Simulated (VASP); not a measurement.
Input of a VASP 6.6.1 run:

File INCAR:

```
  PREC = Accurate
  ENCUT = 600
  EDIFF = 1E-7
  ISMEAR = 0
  SIGMA = 0.1
  LREAL = False
  LASPH = True
  NELM = 200
  ALGO = Normal
  ISIF = 3
  LWAVE = False
  LCHARG = False
  GGA = PE
  IBRION = 2
  NSW = 100
  EDIFFG = -0.01
  GGA_COMPAT = False
  NELMIN = 4
  LMAXMIX = 6
```

Contents of KPOINTS:

```
regular mesh
0
Gamma
  10 10 10
```

File POSCAR:

```
HoHgF4
1.0
    0.0000000000      3.4246912033      3.4246912033
    3.4246912033      0.0000000000      3.4246912033
    3.4246912033      3.4246912033      0.0000000000
Ho Hg F
1 1 4
Direct
    0.7500000000      0.7500000000      0.7500000000
    0.5000000000      0.5000000000      0.5000000000
    0.1241194381      0.1241194381      0.1241194381
    0.1241194381      0.1241194381      0.6276416856
    0.6276416856      0.1241194381      0.1241194381
    0.1241194381      0.6276416856      0.1241194381
```

Potentials or basis: VASP PAW PBE potentials, release 64 (Ho_3, Hg, F), 4f in core.

Launch:

```bash
$ cat potpaw_PBE.64/Ho_3/POTCAR potpaw_PBE.64/Hg/POTCAR potpaw_PBE.64/F/POTCAR > POTCAR
$ mpirun -np 1 vasp_std > vasp.out
```

Predict the relaxed volume.

13.30 Å³/atom.

What does it give for the band gap on the k mesh?

Zero (an odd number of electrons rules out a gap without spin polarisation).

The path:
```
step  energy change (eV)  largest force (eV/Å)  pressure (GPa)  volume (Å³)
   1              0.0000                0.0045           -0.55        80.33
   2             -0.0009                0.0035           -0.01        79.80
```

Caveat: spin-orbit coupling is left out, which moves the levels of the heavy elements; the 4f electrons are frozen in the core, so they carry no moment and show no levels; an odd number of electrons without spin polarisation forces a metal; a magnetic or distorted state may lie lower; the run has no spin polarisation, though such a crystal can be magnetic. With open d or f shells a metallic result of PBE can be an artefact of self-interaction; +U or a hybrid may open a gap.
